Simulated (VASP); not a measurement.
Wanted: the native input for a VASP 6.6.1 run.

```yaml
Task: single point
Functional: LDA
Potentials_or_basis: VASP PAW LDA potentials, release 64 (Ti_sv)
Cutoff: 520 eV
k_mesh: 7 × 7 × 10
Occupations: methfessel-paxton, width 0.1 eV
Spin: no spin polarisation
Dipole_correction: no
Further_INCAR_settings: ALGO = Normal; EDIFF = 1e-07; NBANDS = 25
```

The structure of Ti lies in POSCAR:

```
Ti
1.0
    4.4504862196      0.0000000000      0.0000000000
   -2.2252431098      3.8542341253      0.0000000000
    0.0000000000      0.0000000000      2.7702600406
Ti
3
Direct
    0.0000000000      0.0000000000      0.0000000000
    0.3333333333      0.6666666667      0.5000000000
    0.6666666667      0.3333333333      0.5000000000
```

This isn't the form of Ti at room conditions, which is hcp.

One way to write it, as run:

INCAR

```
SYSTEM = Ti
ALGO     = Normal         ! electronic algorithm
EDIFF    = 1E-7           ! SCF threshold, eV
ENCUT    = 520            ! plane-wave cutoff, eV
ISIF     = 2              ! what is computed and relaxed
ISMEAR   = 1              ! smearing method
LASPH    = .TRUE.         ! aspherical terms in the spheres
LCHARG   = .FALSE.        ! write CHGCAR
LREAL    = .FALSE.        ! projectors in reciprocal space
LWAVE    = .FALSE.        ! write WAVECAR
NBANDS   = 25             ! bands
NELM     = 80             ! most SCF steps
PREC     = Accurate       ! precision mode
SIGMA    = 0.1            ! smearing width, eV
```

KPOINTS

```
k-points
0
G
  7 7 10
  0 0 0
```

Potentials or basis: VASP PAW LDA potentials, release 64 (Ti_sv).

Command:

```bash
$ cat potpaw_LDA.64/Ti_sv/POTCAR > POTCAR
$ mpirun -np 1 vasp_std > vasp.out
```

It gave:

- Pressure: -0.1 GPa
- Band gap on the k mesh: zero (bands 18 and 19 overlap by 0.34 eV)

Run time: 72 s on 1 thread of Intel(R) Xeon(R) 6975P-C (Granite Rapids) (shared host), peak memory 0.17 GiB.
